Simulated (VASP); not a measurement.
# Ta in VASP: a series of runs

Ta is run at these levels: PBE; tasks: single point.

Program: VASP 6.6.1. These are calculated values, not measurements. Logs are shortened: lines on timing, memory, paths and dates and some standing lists are left out, and cuts for length are marked.

### Step 1. The cell of the first run

The cell holds a slab with vacuum, 5 atoms: a = 3.320 Å, b = 3.320 Å, c = 22.639 Å, α = 90.00°, β = 90.00°, γ = 90.00°.

### Step 2. Single point, PBE

Contents of INCAR:

```
  PREC = Accurate
  ENCUT = 520
  EDIFF = 1E-6
  ISMEAR = -1
  SIGMA = 0.08
  LREAL = False
  LASPH = True
  NELM = 80
  ALGO = Normal
  ISIF = 2
  LWAVE = False
  LCHARG = False
  LDIPOL = True
  IDIPOL = 3
  DIPOL = 0.5 0.5 0.500
  GGA = PE
  NBANDS = 36
  EFIELD = -0.5
```

Contents of KPOINTS:

```
regular mesh
0
Gamma
  12 12 1
```

Contents of POSCAR:

```
Ta
1.0
    3.3195547167      0.0000000000      0.0000000000
    0.0000000000      3.3195547167      0.0000000000
    0.0000000000      0.0000000000     22.6391000000
Ta
5
Direct
    0.0000000000      0.0000000000      0.3620236451
    0.5000000000      0.5000000000      0.4256082500
    0.0000000000      0.0000000000      0.4999999768
    0.5000000000      0.5000000000      0.5743917566
    0.0000000000      0.0000000000      0.6379763715
```

Potentials or basis: VASP PAW PBE potentials, release 64 (Ta_pv).

Launch:

```console
$ cat potpaw_PBE.64/Ta_pv/POTCAR > POTCAR
$ mpirun -np 1 vasp_std > vasp.out
```

OUTCAR:

```text
PREC = Accurate
   ENCUT = 520
   EDIFF = 1E-6
   ISMEAR = -1
   LREAL = False
   LASPH = True
   NELM = 80
   ISIF = 2
   GGA = PE

 ion  position               nearest neighbor table
   1  0.000  0.000  0.362-   2 2.75   2 2.75   2 2.75   2 2.75   3 3.12
   2  0.500  0.500  0.426-   1 2.75   1 2.75   1 2.75   1 2.75   3 2.89   3 2.89   3 2.89   3 2.89
                             4 3.37
   3  0.000  0.000  0.500-   2 2.89   2 2.89   2 2.89   2 2.89   4 2.89   4 2.89   4 2.89   4 2.89
                             1 3.12   5 3.12
   4  0.500  0.500  0.574-   5 2.75   5 2.75   5 2.75   5 2.75   3 2.89   3 2.89   3 2.89   3 2.89
                             2 3.37
   5  0.000  0.000  0.638-   4 2.75   4 2.75   4 2.75   4 2.75   3 3.12

  LATTYP: Found a simple tetragonal cell.
 ALAT       =     3.3195547167
 C/A-ratio  =     6.8199207219

  Lattice vectors:

 A1 = (   3.3195547167,   0.0000000000,   0.0000000000)
 A2 = (   0.0000000000,   3.3195547167,   0.0000000000)
 A3 = (   0.0000000000,   0.0000000000,  22.6391000000)

Analysis of symmetry for initial positions (statically):
=====================================================================
 Subroutine PRICEL returns:
 Original cell was already a primitive cell.

 Routine SETGRP: Setting up the symmetry group for a
 simple tetragonal supercell.

 Subroutine GETGRP returns: Found 16 space group operations
 (whereof 16 operations were pure point group operations)
 out of a pool of 16 trial point group operations.

The static configuration has the point symmetry D_4h.

Analysis of symmetry for dynamics (positions and initial velocities):
=====================================================================
 An external electric field (EFIELD) may reduce the allowed symmetry operations
 Subroutine PRICEL returns:
 Original cell was already a primitive cell.

 Routine SETGRP: Setting up the symmetry group for a
 simple tetragonal supercell.

 Subroutine GETGRP returns: Found  8 space group operations
 (whereof  8 operations were pure point group operations)
 out of a pool of 16 trial point group operations.

The dynamic configuration has the point symmetry C_4v.

 Subroutine INISYM returns: Found  8 space group operations
 (whereof  8 operations are pure point group operations),
 and found     1 'primitive' translations

----------------------------------------------------------------------------------------

                                     Primitive cell

  volume of cell :     249.4703

  direct lattice vectors                    reciprocal lattice vectors
     3.319554717  0.000000000  0.000000000     0.301245223  0.000000000  0.000000000
     0.000000000  3.319554717  0.000000000     0.000000000  0.301245223  0.000000000
     0.000000000  0.000000000 22.639100000     0.000000000  0.000000000  0.044171367

  length of vectors
     3.319554717  3.319554717 22.639100000     0.301245223  0.301245223  0.044171367

  position of ions in fractional coordinates (direct lattice)
     0.000000000  0.000000000  0.362023645
     0.500000000  0.500000000  0.425608250
     0.000000000  0.000000000  0.499999977
     0.500000000  0.500000000  0.574391757
     0.000000000  0.000000000  0.637976372

  ion indices of the primitive-cell ions
   primitive index   ion index
                 1           1
                 2           2
                 3           3
                 4           4
                 5           5

----------------------------------------------------------------------------------------

 KPOINTS: regular mesh

Automatic generation of k-mesh.
 Grid dimensions read from file:
 generate k-points for:   12   12    1

 Generating k-lattice:

  Cartesian coordinates                     Fractional coordinates (reciprocal lattice)
     0.025103769  0.000000000  0.000000000     0.083333333  0.000000000  0.000000000
     0.000000000  0.025103769  0.000000000     0.000000000  0.083333333  0.000000000
     0.000000000  0.000000000  0.044171367     0.000000000  0.000000000  1.000000000

  Length of vectors
     0.025103769  0.025103769  0.044171367

  Shift w.r.t. Gamma in fractional coordinates (k-lattice)
     0.000000000  0.000000000  0.000000000

 Subroutine IBZKPT returns following result:
 ===========================================

 Found     28 irreducible k-points:

 Following reciprocal coordinates:
            Coordinates               Weight
  0.000000  0.000000  0.000000      1.000000
  0.083333  0.000000  0.000000      4.000000
  0.166667  0.000000  0.000000      4.000000
  0.250000  0.000000  0.000000      4.000000
  0.333333  0.000000  0.000000      4.000000
  0.416667  0.000000  0.000000      4.000000
[... 16 lines left out ...]
  0.333333  0.333333  0.000000      4.000000
  0.416667  0.333333  0.000000      8.000000
 [... further k-points ...]
   k-points           NKPTS =     28   k-points in BZ     NKDIM =     28   number of bands    NBANDS=     36
   number of dos      NEDOS =    301   number of ions     NIONS =      5
   total plane-waves  NPLWV = 131712
   dimension x,y,z NGX =    28 NGY =   28 NGZ =  168
   dimension x,y,z NGXF=    56 NGYF=   56 NGZF=  336
   ions per type =               5
   NGX,Y,Z   is equivalent  to a cutoff of  14.02, 14.02, 12.34 a.u.
   NGXF,Y,Z  is equivalent  to a cutoff of  28.05, 28.05, 24.67 a.u.
 SYSTEM =  unknown system
   PREC   = accura    normal or accurate (medium, high low for compatibility)
   ISTART =      0    job   : 0-new  1-cont  2-samecut
   ICHARG =      2    charge: 1-file 2-atom 10-const
   ISPIN  =      1    spin polarized calculation?
   LNONCOLLINEAR =      F non collinear calculations
   LSORBIT =      F    spin-orbit coupling
   LASPH  =      T    aspherical Exc in radial PAW
   ENCUT  =  520.0 eV  38.22 Ry    6.18 a.u.   6.17  6.17 42.09*2*pi/ulx,y,z
   NELM   =     80;   NELMIN=  2; NELMDL= -5     # of ELM steps
   EDIFF  = 0.1E-05   stopping-criterion for ELM
   LREAL  =      F    real-space projection
   EDIFFG = 0.1E-04   stopping-criterion for IOM
   NSW    =      0    number of steps for IOM
   IBRION =     -1    ionic relax: 0-MD 1-quasi-New 2-CG
   NFREE  =      0    steps in history (QN), initial steepest desc. (CG)
   ISIF   =      2    stress and relaxation
   ISYM   =      2    0-nonsym 1-usesym 2-fastsym
   POTIM  = 0.5000    time-step for ionic-motion
   TEBEG  =    0.0;   TEEND  =   0.0 temperature during run
   PSTRESS=    0.0 pullay stress
   NELECT =      55.0000    total number of electrons
   NUPDOWN=      -1.0000    fix difference up-down
   EMIN   =  10.00;   EMAX   =-10.00  energy-range for DOS
   EFERMI =   0.00;   METHOD = LEGACY
   ISMEAR =    -1;   SIGMA  =   0.08  broadening in eV -4-tet -1-fermi 0-gaus
   EFERMI_NEDOS =   21; number of points for ismear=-14 and -15
   IALGO  =     38    algorithm
   IMIX   =      4    mixing-type and parameters
     AMIX     =   0.40;   BMIX     =  1.00
     AMIX_MAG =   1.60;   BMIX_MAG =  1.00
  volume/ion in A,a.u.               =      49.89       336.70
  Fermi-wavevector in a.u.,A,eV,Ry     =   0.988984  1.868910 13.307725  0.978090
  Thomas-Fermi vector in A             =   2.120551
   LORBIT       =      0    0 simple, 1 ext, 2 COOP (PROOUT), +10 PAW based schemes
   GGA     = PE    functional components
   LHFCALC =     F    Hartree Fock is set to
   AEXX    =    0.0000 exact exchange contribution
   IVDW    =     0    specifies the selected vdW correction
   LEPSILON=     F    determine dielectric tensor
   LRPA    =     F    only Hartree local field effects (RPA)
 non-spin polarized calculation
  energy-cutoff  :      520.00
  volume of cell :      249.47
 maximum number of plane-waves:      6784
 NGX is ok and might be reduce to    28
   NGX = 13   NGY = 13   NGZ = 85

 dipolmoment           0.000000      0.000000      0.190960 electrons x Angstroem

 number of electron      54.9999995 magnetization

 dipolmoment           0.000000      0.000000     -0.331284 electrons x Angstroem

 Free energy of the ion-electron system (eV)
  ---------------------------------------------------
  ext. energy  EPLUGINS =         0.00000000
  ---------------------------------------------------
  free energy    TOTEN  =       -55.77730717 eV

  energy without entropy =      -55.69038715  energy(sigma->0) =      -55.73384716

 E-fermi :  -0.2321     XC(G=0):  -5.5710

 val. band max:       -0.2597639941   @ k =   0.5000   0.1667   0.0000
 cond. band min:      -0.1978986682   @ k =   0.4167   0.1667   0.0000
 fundamental gap:      0.0618653259
 Fermi energy:        -0.2321153914

 k-point     1 :       0.0000    0.0000    0.0000
  band No.  band energies     occupation
      1     -34.8407      2.00000
      2     -34.8098      2.00000
      3     -34.6647      2.00000
      4     -34.6647      2.00000
      5     -34.6481      2.00000
      6     -34.6481      2.00000
[... 28 lines left out ...]
     35       1.9197      0.00000
     36       2.2572      0.00000

 k-point     2 :       0.0833    0.0000    0.0000
  band No.  band energies     occupation
      1     -34.8485      2.00000
      2     -34.8179      2.00000
      3     -34.6780      2.00000
      4     -34.6685      2.00000
      5     -34.6562      2.00000
      6     -34.6407      2.00000
[... 28 lines left out ...]
     35       1.8405      0.00000
     36       1.9926      0.00000

 k-point     3 :       0.1667    0.0000    0.0000
  band No.  band energies     occupation
      1     -34.8719      2.00000
      2     -34.8403      2.00000
      3     -34.7196      2.00000
      4     -34.7099      2.00000
      5     -34.6328      2.00000
      6     -34.6197      2.00000
[... 28 lines left out ...]
     35       2.0955      0.00000
     36       2.2075      0.00000
[... 742 lines left out ...]
 k-point    23 :       0.3333    0.3333    0.0000
  band No.  band energies     occupation
      1     -34.9020      2.00000
      2     -34.8705      2.00000
      3     -34.8703      2.00000
      4     -34.8395      2.00000
      5     -34.7440      2.00000
      6     -34.7251      2.00000
[... 28 lines left out ...]
     35       3.2834      0.00000
     36       3.7202      0.00000

 k-point    24 :       0.4167    0.3333    0.0000
  band No.  band energies     occupation
      1     -34.9078      2.00000
      2     -34.8968      2.00000
      3     -34.8878      2.00000
      4     -34.8713      2.00000
      5     -34.7463      2.00000
      6     -34.7235      2.00000
[... 28 lines left out ...]
     35       3.2663      0.00000
     36       3.7141      0.00000

 [... further k-points ...]

------------------------ aborting loop because EDIFF is reached ----------------------------------------

 vacuum level on the upper side and lower side of the slab       (xc-potential included)         2.863        -3.079

  FORCE on cell =-STRESS in cart. coord.  units (eV):
  Direction    XX          YY          ZZ          XY          YZ          ZX
  --------------------------------------------------------------------------------------
  -------------------------------------------------------------------------------------
  Total       -1.2872044     -1.2872044     -0.0938897      0.0000000     -0.0000000      0.0000000
  in kB       -8.2668352     -8.2668352     -0.6029898      0.0000000     -0.0000000      0.0000000
  external PRESSURE =      -5.7122200 kB  Pullay stress =       0.0000000 kB

 VOLUME and BASIS-vectors are now :
 -----------------------------------------------------------------------------
  energy-cutoff  :      520.00
  volume of cell :      249.47
      direct lattice vectors                 reciprocal lattice vectors
     3.319554717  0.000000000  0.000000000     0.301245223  0.000000000  0.000000000
     0.000000000  3.319554717  0.000000000     0.000000000  0.301245223  0.000000000
     0.000000000  0.000000000 22.639100000     0.000000000  0.000000000  0.044171367

 POSITION                                       TOTAL-FORCE (eV/Angst)
 -----------------------------------------------------------------------------------
      0.00000      0.00000      8.19589         0.000000     -0.000000     -0.040052
      1.65978      1.65978      9.63539         0.000000     -0.000000      0.024981
      0.00000      0.00000     11.31955         0.000000     -0.000000      0.011236
      1.65978      1.65978     13.00371         0.000000      0.000000      0.025272
      0.00000      0.00000     14.44321         0.000000     -0.000000     -0.021437
 -----------------------------------------------------------------------------------
    total drift:                                0.000000      0.000000     -0.000104

  FREE ENERGIE OF THE ION-ELECTRON SYSTEM (eV)
  ---------------------------------------------------
  free  energy   TOTEN  =       -55.7773071721 eV

  energy  without entropy=      -55.6903871488  energy(sigma->0) =      -55.73384716

 vacuum level on the upper side and lower side of the slab         6.319         0.590
```

Run time: 7.7 min. Hardware: 1 thread of Intel Xeon Platinum 8488C (Sapphire Rapids), shared host; peak memory 0.43 GiB.

What came out:

```
Free energy            : -55.7773 eV
Largest force          : 0.040 eV/Å
Band gap on the k mesh : zero (an odd number of electrons rules out a gap without spin polarisation)
```

Forces on the atoms (eV/Å):
```
Ta   0.000  0.000 -0.040
Ta   0.000  0.000  0.025
Ta   0.000  0.000  0.011
Ta   0.000  0.000  0.025
Ta   0.000  0.000 -0.021
```

Caveat: spin-orbit coupling is left out, which moves the levels of the heavy elements.

### Step 3. Single point, PBE

Contents of INCAR:

```
PREC = Accurate
ENCUT = 520
EDIFF = 1E-6
ISMEAR = -1
SIGMA = 0.08
LREAL = False
LASPH = True
NELM = 80
ALGO = Normal
ISIF = 2
LWAVE = False
LCHARG = False
GGA = PE
NBANDS = 36
```

Contents of KPOINTS:

```
Automatic mesh
0
Gamma
  12 12 1
```

POSCAR is that of step 2.

Potentials or basis: VASP PAW PBE potentials, release 64 (Ta_pv).

Launch:

```console
$ cat potpaw_PBE.64/Ta_pv/POTCAR > POTCAR
$ mpirun -np 1 vasp_std > vasp.out
```

It took 6.3 min on 1 thread of Intel Xeon Platinum 8488C (Sapphire Rapids), shared host; peak memory 0.44 GiB.

The run converged. Its results:

* Free energy: -55.6946 eV
* Band gap on the k mesh: zero (an odd number of electrons rules out a gap without spin polarisation)

Levels at points of the mesh, in eV from the Fermi level:
| k point | band 26 | band 27 | band 28 | band 29 | band 30 | band 31 |
| --- | --- | --- | --- | --- | --- | --- |
| (0.00, 0.00, 0.00) | 0.43 | 0.56 | 0.56 | 0.73 | 0.73 | 0.94 |
| (0.50, 0.00, 0.00) | -0.65 | -0.58 | -0.46 | 0.64 | 1.04 | 1.45 |
| (0.50, 0.50, 0.00) | -1.07 | -0.18 | -0.18 | 1.96 | 1.96 | 2.39 |

Caveat: there is no dipole correction, which matters where the two faces differ; spin-orbit coupling is left out, which moves the levels of the heavy elements.

The gap in the log of VASP goes by the Fermi energy; the results here count the filled bands.